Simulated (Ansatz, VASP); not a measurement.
**One calculation of GaSb, two programs**

```
Ga Sb
1.0
    -2.95955    2.95955    1.51790
     2.95955   -2.95955    1.51790
     2.95955    2.95955   -1.51790
Ga Sb
1 1
Direct
  0.25000 0.75000 0.50000
  0.00000 0.00000 0.00000
```

Alike in both runs: task single point; functional PBE; k mesh 16 × 16 × 16; occupations gaussian, width 0.15 eV; no spin polarisation.

|  | VASP | Ansatz |
| --- | --- | --- |
| version | VASP 6.6.1 | Ansatz 0.2.0 |
| potentials or method | VASP PAW PBE potentials, release 64 (Ga_d, Sb), cutoff 520 eV | scalar-relativistic, plane waves, PAW |
| valence electrons in the cell | 18 | 28 |

|  | VASP | Ansatz | Ansatz less VASP |
| --- | --- | --- | --- |
| gap on the k mesh at the Fermi level (eV) | none | none | - |
| pressure (GPa) | -3.5 | -3.5 | 0.00 |
| traceless stress, the component that is largest in VASP (GPa) | 3.22 | 3.23 | +0.011 |

A gap of «none» marks a metal or a gap that the smearing closes. The functional is the same, so the differences come from potentials, cutoffs and numerics. VASP's potentials hold 18 valence electrons a cell and Ansatz's 28, so a difference there can come from the potentials and not from the codes.

Neither program's run includes spin-orbit coupling.
